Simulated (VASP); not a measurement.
Pd:

```
CELL_PARAMETERS angstrom
-1.57228 1.57228 1.57228
1.57228 -1.57228 1.57228
1.57228 1.57228 -1.57228
ATOMIC_POSITIONS crystal
Pd 0.00000 0.00000 0.00000
```

This isn't the form of Pd at room conditions, which is fcc.

```yaml
Program: VASP 6.6.1
Task: relaxation of cell and atoms
Functional: PBEsol-based screened hybrid with 25 % exact exchange
Potentials_or_basis: VASP PAW PBE potentials, release 64 (Pd)
Cutoff: 600 eV
k_mesh: 6 × 6 × 6
Occupations: fermi-dirac, width 0.05 eV
Spin: no spin polarisation
```

At the start: pressure -12.2 GPa; volume 15.55 Å³/atom.

Problem. How do energy, volume and symmetry change on relaxing?

Solution. Over 4 steps the energy falls by 45.3 meV/atom and the volume is 14.45 Å³/atom (-7.0 %); space group Im-3m (No. 229, to 0.1 Å) before and after.

The path:
```tsv
step	energy change (eV)	largest force (eV/Å)	pressure (GPa)	volume (Å³)
1	0.0000	0.0000	-12.18	15.55
2	0.0647	0.0000	27.85	13.04
3	-0.0452	0.0000	-0.38	14.48
4	-0.0453	0.0000	-0.09	14.45
```

Final structure:
```yaml
crystal:
  lattice:
    - [-1.53456, 1.53456, 1.53456]
    - [1.53456, -1.53456, 1.53456]
    - [1.53456, 1.53456, -1.53456]
  atoms:
    - { symbol: Pd, position: [0.00000, 0.00000, 0.00000] }
```

Caveat: the k points lie up to 0.48 Å⁻¹ apart in the final cell, too coarse for converged energies and pressures of a metal; the PAW data sets were made with another functional, which shifts forces and pressure a little.
